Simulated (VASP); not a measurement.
Here is a VASP 6.6.1 calculation.

Contents of INCAR:

```
PREC     = Accurate       # precision mode
ENCUT    = 520            # plane-wave cutoff, eV
EDIFF    = 1E-7           # SCF threshold, eV
ISMEAR   = -1             # smearing method
SIGMA    = 0.1            # smearing width, eV
LREAL    = F              # projectors in reciprocal space
LASPH    = T              # aspherical terms in the spheres
NELM     = 80             # most SCF steps
ALGO     = Normal         # electronic algorithm
ISIF     = 2              # what is computed and relaxed
LWAVE    = F              # write WAVECAR
LCHARG   = F              # write CHGCAR
GGA      = CA             # functional
NBANDS   = 34             # bands
```

The input KPOINTS:

```
regular mesh
0
Gamma
  9 9 9
```

POSCAR

```
ScRu3
1.0
    3.9384370000      0.0000000000      0.0000000000
    0.0000000000      3.9384370000      0.0000000000
    0.0000000000      0.0000000000      3.9384370000
Ru Sc
3 1
Direct
    0.5000000000      0.5000000000      0.0000000000
    0.5000000000      0.0000000000      0.5000000000
    0.0000000000      0.5000000000      0.5000000000
    0.0000000000      0.0000000000      0.0000000000
```

Potentials or basis: VASP PAW LDA potentials, release 64 (Ru_pv, Sc_sv).

Run with:

```bash
$ cat potpaw_LDA.64/Ru_pv/POTCAR potpaw_LDA.64/Sc_sv/POTCAR > POTCAR
$ mpirun -np 1 vasp_std > vasp.out
```

Task: What does it give for the pressure?

Result: -13.8 GPa.
